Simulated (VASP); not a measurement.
A run of VASP 6.6.1 is set up as follows.

File INCAR:

```
PREC = Accurate ; ENCUT = 520
EDIFF = 1E-6 ; ISMEAR = 0
SIGMA = 0.2 ; LREAL = F
LASPH = T ; NELM = 80
ALGO = Normal ; ISIF = 2
LWAVE = F ; LCHARG = F
GGA = PE ; NBANDS = 26
```

KPOINTS

```
Automatic mesh
0
Gamma
  6 6 2
```

The input POSCAR:

```
Al3Si2N3
1.0
    3.2246589383      0.0002374273     -0.0007974947
   -1.6121199473      2.7920769197      0.0016271376
   -0.0025001793      0.0039801206     11.1833907434
Al Si N
3 2 3
Direct
    0.3332825687      0.6670565231      0.5144163429
    0.3333737044      0.6661146944      0.9605462116
    0.6665536757      0.3332941202      0.7373709825
    0.3334815207      0.6667899171      0.1840463649
    0.6668453734      0.3333167441      0.2987907604
    0.6666218192      0.3337382227      0.4635557059
    0.6667434995      0.3329707086      0.9073679994
    0.3330978382      0.6667190700      0.6839056324
```

Potentials or basis: VASP PAW PBE potentials, release 64 (Al, Si, N).

Command:

```sh
$ cat potpaw_PBE.64/Al/POTCAR potpaw_PBE.64/Si/POTCAR potpaw_PBE.64/N/POTCAR > POTCAR
$ mpirun -np 1 vasp_std > vasp.out
```

(1) Predict the pressure.

(2) Predict the band gap on the k mesh.

(3) Estimate the largest force.

Answers

(1) -0.2 GPa.

(2) zero (bands 16 and 17 overlap by 2.05 eV).

(3) 0.023 eV/Å.

Caveat: the k points lie up to 0.38 Å⁻¹ apart, too coarse for converged energies and pressures of a metal.
